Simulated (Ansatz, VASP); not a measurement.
GaSb3: VASP beside Ansatz

Contents of INCAR:

```
SYSTEM = GaSb3
PREC = Accurate ; ENCUT = 520
EDIFF = 1E-6 ; ISMEAR = 0
SIGMA = 0.15 ; LREAL = .FALSE.
LASPH = .TRUE. ; NELM = 60
ALGO = Normal ; ISIF = 2
LWAVE = .FALSE. ; LCHARG = .FALSE.
GGA = PE ; IVDW = 12
NBANDS = 22
```

File KPOINTS:

```
Automatic mesh
0
G
  12 12 12
  0 0 0
```

File POSCAR:

```
GaSb3
1.0
    0.0000000000      3.4327960140      4.1193552168
    3.4327960140      0.0000000000      4.1193552168
    3.4327960140      3.4327960140      0.0000000000
Ga Sb
1 3
Direct
    0.0000000000      0.0000000000      0.0000000000
    0.2500000000      0.2500000000      0.2500000000
    0.7500000000      0.7500000000      0.7500000000
    0.5000000000      0.5000000000      0.5000000000
```

Input for Ansatz:

```yaml
crystal:
  lattice:
    - [0.0, 3.432796014, 4.1193552168]
    - [3.432796014, 0.0, 4.1193552168]
    - [3.432796014, 3.432796014, 0.0]
  atoms:
    - { symbol: Ga, position: [0.0, 0.0, 0.0] }
    - { symbol: Sb, position: [0.25, 0.25, 0.25] }
    - { symbol: Sb, position: [0.75, 0.75, 0.75] }
    - { symbol: Sb, position: [0.5, 0.5, 0.5] }
basis:
  ecutwfc: 420
kpoints:
  mp_grid: { grid: [12, 12, 12] }
hamiltonian:
  xc: pbe
  dispersion: d3bj
scf:
  occupations: { method: gaussian, width: 0.15 }
output:
  forces: true
  stress: true
  eigenvalues: true
```

Alike in both runs: task single point; functional PBE; dispersion D3(BJ); k mesh 12 × 12 × 12; occupations gaussian, width 0.15 eV; no spin polarisation.

|  | VASP | Ansatz |
| --- | --- | --- |
| version | VASP 6.6.1 | Ansatz 0.2.0 |
| potentials or method | VASP PAW PBE potentials, release 64 (Ga_d, Sb), cutoff 520 eV | scalar-relativistic, plane waves, PAW |
| valence electrons in the cell | 28 | 58 |

VASP gave:

| Item | Value |
| --- | --- |
| gap on the k mesh at the Fermi level (eV) | none |
| pressure (GPa) | 1.0 |
| traceless stress, the component that is largest in VASP (GPa) | -0.62 |

Q: Which values does Ansatz return?

A: gap on the k mesh at the Fermi level (eV): none; pressure (GPa): 1.1; traceless stress, the component that is largest in VASP (GPa): -0.62.

A gap of «none» marks a metal or a gap that the smearing closes. VASP's potentials hold 28 valence electrons a cell and Ansatz's 58, so a difference there can come from the potentials and not from the codes.

Neither program's run includes spin-orbit coupling.
